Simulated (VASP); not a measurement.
Set up this calculation in VASP 6.6.1, as the native input.

```yaml
Task: single point
Functional: HSE06
Potentials_or_basis: VASP PAW PBE potentials, release 64 (Mg)
Cutoff: 520 eV
k_mesh: 9 × 9 × 5
Occupations: fermi-dirac, width 0.05 eV
Spin: no spin polarisation
Dipole_correction: no
Grid_for_exact_exchange_PRECFOCK: Normal
Further_INCAR_settings: ALGO = Normal; EDIFF = 1e-07; NBANDS = 9
Share_of_exact_exchange: 0.25
Screening_parameter: 0.2079 1/Å
```

Crystal: Mg.

```
CELL_PARAMETERS angstrom
3.18918 0.00000 0.00000
-1.59459 2.76191 0.00000
0.00000 0.00000 5.11341
ATOMIC_POSITIONS crystal
Mg 0.33333 0.66667 0.25000
Mg 0.66667 0.33333 0.75000
```

The input as run:

POSCAR

```
Mg
1.0
    3.1891760000      0.0000000000      0.0000000000
   -1.5945880000      2.7619080000      0.0000000000
    0.0000000000      0.0000000000      5.1134100000
Mg
2
Direct
    0.3333330000      0.6666670000      0.2500000000
    0.6666670000      0.3333330000      0.7500000000
```

INCAR.step1

```
ALGO = Normal
EDIFF = 1E-5
ENCUT = 520
GGA = PE
ISIF = 2
ISMEAR = -1
LASPH = T
LCHARG = F
LREAL = F
LWAVE = T
NBANDS = 9
NELM = 80
PREC = Accurate
SIGMA = 0.05
```

INCAR.step2

```
ALGO = Normal
EDIFF = 1E-7
ENCUT = 520
GGA = PE
HFSCREEN = 0.2079
ISIF = 2
ISMEAR = -1
ISTART = 1
LASPH = T
LCHARG = F
LHFCALC = T
LREAL = F
LWAVE = F
NBANDS = 9
NELM = 80
PREC = Accurate
PRECFOCK = Normal
SIGMA = 0.05
```

KPOINTS

```
k-points
0
Gamma
  9 9 5
```

Potentials or basis: VASP PAW PBE potentials, release 64 (Mg).

Launch:

```console
$ cat potpaw_PBE.64/Mg/POTCAR > POTCAR
$ cp INCAR.step1 INCAR
$ mpirun -np 1 vasp_std > vasp.out
$ cp INCAR.step2 INCAR
$ mpirun -np 1 vasp_std > vasp.out
```

Results of the run:

The pressure is 0.4 GPa and the band gap on the k mesh is zero (bands 2 and 3 overlap by 2.40 eV).

Caveat: the PAW data sets were made with another functional, which shifts forces and pressure a little.

Wall time 17 min on 1 thread of Intel(R) Xeon(R) Platinum 8488C (Sapphire Rapids), with other jobs on the host, peak memory 0.29 GiB.
